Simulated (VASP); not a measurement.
# CdTe (P4_322) in VASP: further runs

The runs below take CdTe through single point, relaxation of cell and atoms, with PBE.

Program: VASP 6.6.1. These are calculated values, not measurements. Logs are shortened: lines on timing, memory, paths and dates and some standing lists are left out, and cuts for length are marked.

## Step 1: The cell of the first run

Symmetry: P4_322, No. 95, tetragonal system. The conventional cell has a = 5.100 Å, b = 5.100 Å, c = 10.172 Å, α = 90.00°, β = 90.00°, γ = 90.00°. Within 3.5 Å of Cd (site symmetry 2) lie 4 Te at 2.67 to 2.92 Å. Te (site symmetry 2) has 4 Cd at 2.67 to 2.92 Å within 3.5 Å.

The cell was generated, and may not be a known phase.

## Step 2: Single point, PBE

INCAR

```
PREC     = Accurate       # precision mode
ENCUT    = 520            # plane-wave cutoff, eV
EDIFF    = 1E-6           # SCF threshold, eV
ISMEAR   = 0              # smearing method
SIGMA    = 0.1            # smearing width, eV
LREAL    = F              # projectors in reciprocal space
LASPH    = T              # aspherical terms in the spheres
NELM     = 80             # most SCF steps
ALGO     = Normal         # electronic algorithm
ISIF     = 2              # what is computed and relaxed
LWAVE    = F              # write WAVECAR
LCHARG   = T              # write CHGCAR
GGA      = PE             # functional
LELF     = T              # ELF
LVHAR    = T            
NBANDS   = 46             # bands
```

KPOINTS

```
Automatic mesh
0
Gamma
  4 4 2
```

POSCAR

```
CdTe
1.0
    5.0999779800      0.0000000000      0.0000000000
    0.0000000000      5.0999779800      0.0000000000
    0.0000000000      0.0000000000     10.1719465800
Cd Te
4 4
Direct
    0.1113820100      0.5000000000      0.2500000000
    0.5000000000      0.8886179900      0.5000000000
    0.5000000000      0.1113820100      0.0000000000
    0.8886179900      0.5000000000      0.7500000000
    0.0000000000      0.6113820100      0.5000000000
    0.3886179900      0.0000000000      0.2500000000
    0.6113820100      0.0000000000      0.7500000000
    0.0000000000      0.3886179900      0.0000000000
```

Potentials or basis: VASP PAW PBE potentials, release 64 (Cd, Te).

Command:

```sh
$ cat potpaw_PBE.64/Cd/POTCAR potpaw_PBE.64/Te/POTCAR > POTCAR
$ mpirun -np 1 vasp_std > vasp.out
```

OUTCAR:

```text
PREC = Accurate
   ENCUT = 520
   EDIFF = 1E-6
   ISMEAR = 0
   LREAL = F
   LASPH = T
   NELM = 80
   ISIF = 2
   GGA = PE

 ion  position               nearest neighbor table
   1  0.111  0.500  0.250-   5 2.67   8 2.67   6 2.92   6 2.92   2 3.78   3 3.78
   2  0.500  0.889  0.500-   6 2.67   7 2.67   5 2.92   5 2.92   1 3.78   4 3.78
   3  0.500  0.111  0.000-   6 2.67   7 2.67   8 2.92   8 2.92   1 3.78   4 3.78
   4  0.889  0.500  0.750-   5 2.67   8 2.67   7 2.92   7 2.92   2 3.78   3 3.78
   5  0.000  0.611  0.500-   1 2.67   4 2.67   2 2.92   2 2.92
   6  0.389  0.000  0.250-   2 2.67   3 2.67   1 2.92   1 2.92
   7  0.611  0.000  0.750-   2 2.67   3 2.67   4 2.92   4 2.92
   8  0.000  0.389  0.000-   1 2.67   4 2.67   3 2.92   3 2.92

  LATTYP: Found a simple tetragonal cell.
 ALAT       =     5.0999779800
 C/A-ratio  =     1.9945079410

  Lattice vectors:

 A1 = (   5.0999779800,   0.0000000000,   0.0000000000)
 A2 = (   0.0000000000,   5.0999779800,   0.0000000000)
 A3 = (   0.0000000000,   0.0000000000,  10.1719465800)

Analysis of symmetry for initial positions (statically):
=====================================================================
 Subroutine PRICEL returns:
 Original cell was already a primitive cell.

 Routine SETGRP: Setting up the symmetry group for a
 simple tetragonal supercell.

 Subroutine GETGRP returns: Found  8 space group operations
 (whereof  2 operations were pure point group operations)
 out of a pool of 16 trial point group operations.

The static configuration has the point symmetry C_2 .
 The point group associated with its full space group is D_4 .

Analysis of symmetry for dynamics (positions and initial velocities):
=====================================================================
 Subroutine PRICEL returns:
 Original cell was already a primitive cell.

 Routine SETGRP: Setting up the symmetry group for a
 simple tetragonal supercell.

 Subroutine GETGRP returns: Found  8 space group operations
 (whereof  2 operations were pure point group operations)
 out of a pool of 16 trial point group operations.

The dynamic configuration has the point symmetry C_2 .
 The point group associated with its full space group is D_4 .

 Subroutine INISYM returns: Found  8 space group operations
 (whereof  2 operations are pure point group operations),
 and found     1 'primitive' translations

----------------------------------------------------------------------------------------

                                     Primitive cell

  volume of cell :     264.5700

  direct lattice vectors                    reciprocal lattice vectors
     5.099977980  0.000000000  0.000000000     0.196079278  0.000000000  0.000000000
     0.000000000  5.099977980  0.000000000     0.000000000  0.196079278  0.000000000
     0.000000000  0.000000000 10.171946580     0.000000000  0.000000000  0.098309600

  length of vectors
     5.099977980  5.099977980 10.171946580     0.196079278  0.196079278  0.098309600

  position of ions in fractional coordinates (direct lattice)
     0.111382010  0.500000000  0.250000000
     0.500000000  0.888617990  0.500000000
     0.500000000  0.111382010  0.000000000
     0.888617990  0.500000000  0.750000000
     0.000000000  0.611382010  0.500000000
     0.388617990  0.000000000  0.250000000
     0.611382010  0.000000000  0.750000000
     0.000000000  0.388617990  0.000000000

  ion indices of the primitive-cell ions
   primitive index   ion index
                 1           1
                 2           2
                 3           3
                 4           4
                 5           5
                 6           6
                 7           7
                 8           8

----------------------------------------------------------------------------------------

 KPOINTS: Automatic mesh

Automatic generation of k-mesh.
 Grid dimensions read from file:
 generate k-points for:    4    4    2

 Generating k-lattice:

  Cartesian coordinates                     Fractional coordinates (reciprocal lattice)
     0.049019819  0.000000000  0.000000000     0.250000000  0.000000000  0.000000000
     0.000000000  0.049019819  0.000000000     0.000000000  0.250000000  0.000000000
     0.000000000  0.000000000  0.049154800     0.000000000  0.000000000  0.500000000

  Length of vectors
     0.049019819  0.049019819  0.049154800

  Shift w.r.t. Gamma in fractional coordinates (k-lattice)
     0.000000000  0.000000000  0.000000000

 Subroutine IBZKPT returns following result:
 ===========================================

 Found     12 irreducible k-points:

 Following reciprocal coordinates:
            Coordinates               Weight
  0.000000  0.000000  0.000000      1.000000
  0.250000  0.000000  0.000000      4.000000
  0.500000  0.000000  0.000000      2.000000
  0.250000  0.250000  0.000000      4.000000
  0.500000  0.250000  0.000000      4.000000
  0.500000  0.500000  0.000000      1.000000
  0.000000  0.000000  0.500000      1.000000
  0.250000  0.000000  0.500000      4.000000
  0.500000  0.000000  0.500000      2.000000
  0.250000  0.250000  0.500000      4.000000
  0.500000  0.250000  0.500000      4.000000
  0.500000  0.500000  0.500000      1.000000
   k-points           NKPTS =     12   k-points in BZ     NKDIM =     12   number of bands    NBANDS=     46
   number of dos      NEDOS =    301   number of ions     NIONS =      8
   total plane-waves  NPLWV = 128000
   dimension x,y,z NGX =    40 NGY =   40 NGZ =   80
   dimension x,y,z NGXF=    80 NGYF=   80 NGZF=  160
   ions per type =               4   4
   NGX,Y,Z   is equivalent  to a cutoff of  13.04, 13.04, 13.07 a.u.
   NGXF,Y,Z  is equivalent  to a cutoff of  26.08, 26.08, 26.15 a.u.
 SYSTEM =  unknown system
   PREC   = accura    normal or accurate (medium, high low for compatibility)
   ISTART =      0    job   : 0-new  1-cont  2-samecut
   ICHARG =      2    charge: 1-file 2-atom 10-const
   ISPIN  =      1    spin polarized calculation?
   LNONCOLLINEAR =      F non collinear calculations
   LSORBIT =      F    spin-orbit coupling
   LASPH  =      T    aspherical Exc in radial PAW
   ENCUT  =  520.0 eV  38.22 Ry    6.18 a.u.   9.48  9.48 18.91*2*pi/ulx,y,z
   NELM   =     80;   NELMIN=  2; NELMDL= -5     # of ELM steps
   EDIFF  = 0.1E-05   stopping-criterion for ELM
   LREAL  =      F    real-space projection
   EDIFFG = 0.1E-04   stopping-criterion for IOM
   NSW    =      0    number of steps for IOM
   IBRION =     -1    ionic relax: 0-MD 1-quasi-New 2-CG
   NFREE  =      0    steps in history (QN), initial steepest desc. (CG)
   ISIF   =      2    stress and relaxation
   ISYM   =      2    0-nonsym 1-usesym 2-fastsym
   POTIM  = 0.5000    time-step for ionic-motion
   TEBEG  =    0.0;   TEEND  =   0.0 temperature during run
   PSTRESS=    0.0 pullay stress
   NELECT =      72.0000    total number of electrons
   NUPDOWN=      -1.0000    fix difference up-down
   EMIN   =  10.00;   EMAX   =-10.00  energy-range for DOS
   EFERMI =   0.00;   METHOD = LEGACY
   ISMEAR =     0;   SIGMA  =   0.10  broadening in eV -4-tet -1-fermi 0-gaus
   EFERMI_NEDOS =   21; number of points for ismear=-14 and -15
   IALGO  =     38    algorithm
   IMIX   =      4    mixing-type and parameters
     AMIX     =   0.40;   BMIX     =  1.00
     AMIX_MAG =   1.60;   BMIX_MAG =  1.00
  volume/ion in A,a.u.               =      33.07       223.18
  Fermi-wavevector in a.u.,A,eV,Ry     =   1.060894  2.004799 15.313312  1.125497
  Thomas-Fermi vector in A             =   2.196291
   LORBIT       =      0    0 simple, 1 ext, 2 COOP (PROOUT), +10 PAW based schemes
   GGA     = PE    functional components
   LHFCALC =     F    Hartree Fock is set to
   AEXX    =    0.0000 exact exchange contribution
   IVDW    =     0    specifies the selected vdW correction
   LEPSILON=     F    determine dielectric tensor
   LRPA    =     F    only Hartree local field effects (RPA)
 non-spin polarized calculation
 Gauss-broadening in eV      SIGMA  =   0.10
  energy-cutoff  :      520.00
  volume of cell :      264.57
 maximum number of plane-waves:      7162
 NGX is ok and might be reduce to    40
   NGX = 19   NGY = 19   NGZ = 37

 number of electron      71.9999956 magnetization

 Free energy of the ion-electron system (eV)
  ---------------------------------------------------
  ext. energy  EPLUGINS =         0.00000000
  ---------------------------------------------------
  free energy    TOTEN  =       -16.50236032 eV

  energy without entropy =      -16.50234479  energy(sigma->0) =      -16.50235256

 E-fermi :   2.9622     XC(G=0):  -8.7273

 val. band max:        2.7240181194   @ k =   0.5000   0.5000   0.0000
 cond. band min:       3.1956607268   @ k =   0.0000   0.0000   0.0000
 fundamental gap:      0.4716426073
 Fermi energy:         2.9621506141

 k-point     1 :       0.0000    0.0000    0.0000
  band No.  band energies     occupation
      1      -9.0693      2.00000
      2      -8.2958      2.00000
      3      -8.2074      2.00000
      4      -8.2074      2.00000
      5      -6.2293      2.00000
      6      -6.2293      2.00000
[... 38 lines left out ...]
     45       8.0389      0.00000
     46       8.5967      0.00000

 k-point     2 :       0.2500    0.0000    0.0000
  band No.  band energies     occupation
      1      -8.9461      2.00000
      2      -8.4300      2.00000
      3      -8.1463      2.00000
      4      -8.1009      2.00000
      5      -6.2360      2.00000
      6      -6.2352      2.00000
[... 38 lines left out ...]
     45       7.7125      0.00000
     46       7.9154      0.00000

 k-point     3 :       0.5000    0.0000    0.0000
  band No.  band energies     occupation
      1      -8.6989      2.00000
      2      -8.6461      2.00000
      3      -8.0836      2.00000
      4      -8.0342      2.00000
      5      -6.2423      2.00000
      6      -6.2412      2.00000
[... 430 lines left out ...]
     45       8.2635      0.00000
     46       8.2635      0.00000

 k-point    12 :       0.5000    0.5000    0.5000
  band No.  band energies     occupation
      1      -8.4304      2.00000
      2      -8.4304      2.00000
      3      -8.2792      2.00000
      4      -8.2792      2.00000
      5      -5.9618      2.00000
      6      -5.9618      2.00000
[... 38 lines left out ...]
     45       9.0666      0.00000
     46       9.0666      0.00000

------------------------ aborting loop because EDIFF is reached ----------------------------------------

  FORCE on cell =-STRESS in cart. coord.  units (eV):
  Direction    XX          YY          ZZ          XY          YZ          ZX
  --------------------------------------------------------------------------------------
  -------------------------------------------------------------------------------------
  Total        4.7042287      4.7042287     21.9665865      0.0000000     -0.0000000      0.0000000
  in kB       28.4877623     28.4877623    133.0247604      0.0000000     -0.0000000      0.0000000
  external PRESSURE =      63.3334283 kB  Pullay stress =       0.0000000 kB

 VOLUME and BASIS-vectors are now :
 -----------------------------------------------------------------------------
  energy-cutoff  :      520.00
  volume of cell :      264.57
      direct lattice vectors                 reciprocal lattice vectors
     5.099977980  0.000000000  0.000000000     0.196079278  0.000000000  0.000000000
     0.000000000  5.099977980  0.000000000     0.000000000  0.196079278  0.000000000
     0.000000000  0.000000000 10.171946580     0.000000000  0.000000000  0.098309600

 POSITION                                       TOTAL-FORCE (eV/Angst)
 -----------------------------------------------------------------------------------
      0.56805      2.54999      2.54299         0.246394      0.000000      0.000000
      2.54999      4.53193      5.08597         0.000000     -0.246394      0.000000
      2.54999      0.56805      0.00000        -0.000000      0.246394      0.000000
      4.53193      2.54999      7.62896        -0.246394      0.000000      0.000000
      0.00000      3.11803      5.08597        -0.000000      0.142593      0.000000
      1.98194      0.00000      2.54299        -0.142593      0.000000      0.000000
      3.11803      0.00000      7.62896         0.142593      0.000000     -0.000000
      0.00000      1.98194      0.00000         0.000000     -0.142593     -0.000000
 -----------------------------------------------------------------------------------
    total drift:                               -0.000000      0.000000      0.000000

  FREE ENERGIE OF THE ION-ELECTRON SYSTEM (eV)
  ---------------------------------------------------
  free  energy   TOTEN  =       -16.5023603240 eV

  energy  without entropy=      -16.5023447891  energy(sigma->0) =      -16.50235256
```

It took 2.4 min on 1 thread of Intel Xeon Platinum 8488C (Sapphire Rapids), shared host; peak memory 0.4 GiB.

Results:

* Free energy: -16.5024 eV
* Pressure: 6.3 GPa
* Largest force: 0.246 eV/Å
* Band gap on the k mesh: 0.47 eV (least direct gap 0.65 eV)

Forces on the atoms (eV/Å):
```
Cd   0.246  0.000  0.000
Cd   0.000 -0.246  0.000
Cd   0.000  0.246  0.000
Cd  -0.246  0.000  0.000
Te   0.000  0.143  0.000
Te  -0.143  0.000  0.000
Te   0.143  0.000  0.000
Te   0.000 -0.143  0.000
```

Levels at points of the mesh, in eV from the valence-band top:
```
           k point  band 34  band 35  band 36  band 37  band 38  band 39
(0.00, 0.00, 0.00)    -0.90    -0.18    -0.18     0.47     1.20     2.26
(0.50, 0.00, 0.00)    -0.88    -0.37    -0.24     1.36     1.36     2.80
(0.50, 0.50, 0.00)    -1.26    -0.49     0.00     1.06     1.06     3.63
(0.00, 0.00, 0.50)    -1.18    -0.41    -0.41     1.84     1.84     2.25
(0.50, 0.00, 0.50)    -1.03    -0.56    -0.56     2.03     2.03     2.81
(0.50, 0.50, 0.50)    -1.25    -1.15    -1.15     2.62     2.62     2.85
```

Caveat: the stress differs along the axes, from 3 to 13 GPa; semilocal functionals underestimate gaps, and a narrow one can read as zero; spin-orbit coupling is left out, which moves the levels of the heavy elements.

(Part 1 of 2 ends here.)
